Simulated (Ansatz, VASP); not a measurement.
SiC: VASP beside Ansatz

INCAR

```
  ALGO = Normal
  EDIFF = 1E-8
  ENCUT = 520
  GGA = PE
  ISIF = 2
  ISMEAR = -1
  LASPH = T
  LCHARG = F
  LEFG = T
  LREAL = F
  LWAVE = F
  NBANDS = 16
  NELM = 60
  PREC = Accurate
  SIGMA = 0.08
```

File KPOINTS:

```
k-points
0
Gamma
  15 15 8
```

POSCAR

```
SiC
1.0
    3.0759982064      0.0000000000      0.0000000000
   -1.5379991032      2.6638925888      0.0000000000
    0.0000000000      0.0000000000      4.9470400000
Si C
2 2
Direct
    0.3333333333      0.6666666667      0.0000000000
    0.6666666667      0.3333333333      0.5000000000
    0.3333333333      0.6666666667      0.3850000000
    0.6666666667      0.3333333333      0.8850000000
```

Input for Ansatz:

```yaml
crystal:
  lattice:
    - [3.0759982064, 0.0, 0.0]
    - [-1.5379991032, 2.6638925888, 0.0]
    - [0.0, 0.0, 4.94704]
  atoms:
    - { symbol: Si, position: [0.3333333333, 0.6666666667, 0.0] }
    - { symbol: Si, position: [0.6666666667, 0.3333333333, 0.5] }
    - { symbol: C, position: [0.3333333333, 0.6666666667, 0.385] }
    - { symbol: C, position: [0.6666666667, 0.3333333333, 0.885] }
kpoints:
  mp_grid: { grid: [15, 15, 8] }
scf:
  occupations: { method: fermi_dirac, width: 0.08 }
hamiltonian:
  xc: pbe
  pseudopotentials: { kind: paw }
output:
  forces: true
  stress: true
  eigenvalues: true
  efg: { contact_densities: true }
  write_density: true
  write_potential: true
  elf: true
  volumetric_format: npy
```

Change from the starting cell: zz strain of -2 %, PAW files.

Alike in both runs: task electric field gradients; functional PBE; k mesh 15 × 15 × 8; occupations fermi-dirac, width 0.08 eV; no spin polarisation.

|  | VASP | Ansatz |
| --- | --- | --- |
| version | VASP 6.6.1 | Ansatz 0.2.0 |
| potentials or method | VASP PAW PBE potentials, release 64 (Si, C) | PAW with Ansatz's default frozen-core files, scalar-relativistic |
| plane-wave cutoff (eV) | 520 | 420 |
| valence electrons in the cell | 16 | 16 |

```csv
,VASP,Ansatz,Ansatz less VASP
pressure (GPa),8.0,8.1,+0.06
"traceless stress, the component that is largest in VASP (GPa)",3.66,3.60,-0.056
rms of the force components (eV/Å),0.341,0.341,-0.0002
size of Vzz on the site where it differs most (V/Å²),0.0,0.5,+0.41
```

Atom by atom the forces differ by 0.000 eV/Å (rms over components).
